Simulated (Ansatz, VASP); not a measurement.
PbS: VASP beside Ansatz

```
Pb S
1.0
     0.00000    3.26592    3.26592
     3.26592    0.00000    3.26592
     3.26592    3.26592    0.00000
Pb S
1 1
Cartesian
  0.0000 0.0000 0.0000
  1.6330 1.6330 1.6330
```

Change from the starting cell: volume scaled by 0.95, PAW files.

Alike in both runs: task electric field gradients; functional PBE; k mesh 11 × 11 × 11; occupations fermi-dirac, width 0.03 eV; no spin polarisation.

|  | VASP | Ansatz |
| --- | --- | --- |
| version | VASP 6.6.1 | Ansatz 0.2.0 |
| potentials or method | VASP PAW PBE potentials, release 64 (Pb_d, S) | PAW with Ansatz's default frozen-core files, scalar-relativistic |
| plane-wave cutoff (eV) | 520 | 420 |
| valence electrons in the cell | 20 | 20 |

```tsv
	VASP	Ansatz	Ansatz less VASP
pressure (GPa)	2.0	2.1	+0.06
```

With one functional, cell and mesh, what is left measures potentials, basis and numerics.

Spin-orbit coupling is off throughout.
